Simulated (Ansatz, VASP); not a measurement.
**One calculation of Re, two programs**

```
Re
1.0
    -1.54366    1.54366    1.54366
     1.54366   -1.54366    1.54366
     1.54366    1.54366   -1.54366
Re
1
Direct
  0.00000 0.00000 0.00000
```

Alike in both runs: task single point; functional PBEsol; k mesh 8 × 8 × 8; occupations gaussian, width 0.1 eV; no spin polarisation.

```csv
,VASP,Ansatz
version,VASP 6.6.1,Ansatz 0.2.0
potentials or method,"VASP PAW PBE potentials, release 64 (Re), cutoff 520 eV","scalar-relativistic, plane waves, PAW"
valence electrons in the cell,7,15
```

|  | VASP | Ansatz | Ansatz less VASP |
| --- | --- | --- | --- |
| gap on the k mesh at the Fermi level (eV) | none | none | - |
| pressure (GPa) | -1.0 | -1.0 | -0.07 |

VASP's potentials were made for PBE, not for PBEsol. A gap of «none» marks a metal or a gap that the smearing closes. With one functional, cell and mesh, what is left measures potentials, basis and numerics. VASP's potentials hold 7 valence electrons a cell and Ansatz's 15, so a difference there can come from the potentials and not from the codes.

Spin-orbit coupling is off throughout.
